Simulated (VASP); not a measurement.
Write the native input for VASP 6.6.1 that does the following.

```
Task                   : single point
Functional             : LDA
Potentials or basis    : VASP PAW LDA potentials, release 64 (Y_sv, Zn)
Cutoff                 : 520 eV
k mesh                 : 11 × 11 × 11
Occupations            : fermi-dirac, width 0.05 eV
Spin                   : no spin polarisation
Dipole correction      : no
Further INCAR settings : ALGO = Normal; EDIFF = 1e-07; NBANDS = 18
```

The structure of YZn lies in POSCAR:

```
YZn
1.0
    0.0000000000      2.4276382736      2.4276382736
    2.4276382736      0.0000000000      2.4276382736
    2.4276382736      2.4276382736      0.0000000000
Y Zn
1 1
Direct
    0.0000000000      0.0000000000      0.0000000000
    0.5000000000      0.5000000000      0.5000000000
```

The input as run:

INCAR

```
  ALGO = Normal
  EDIFF = 1E-7
  ENCUT = 520
  ISIF = 2
  ISMEAR = -1
  LASPH = True
  LCHARG = False
  LREAL = False
  LWAVE = False
  NBANDS = 18
  NELM = 60
  PREC = Accurate
  SIGMA = 0.05
```

KPOINTS

```
k-points
0
Gamma
  11 11 11
```

Potentials or basis: VASP PAW LDA potentials, release 64 (Y_sv, Zn).

Run with:

```console
$ cat potpaw_LDA.64/Y_sv/POTCAR potpaw_LDA.64/Zn/POTCAR > POTCAR
$ mpirun -np 1 vasp_std > vasp.out
```

Results of the run:

- Pressure: 86.8 GPa
- Band gap on the k mesh: zero (an odd number of electrons rules out a gap without spin polarisation)

Caveat: the cell stands under pressure.

Run time: 69 s on 1 thread of Intel Xeon 8259CL (shared host), peak memory 0.18 GiB.
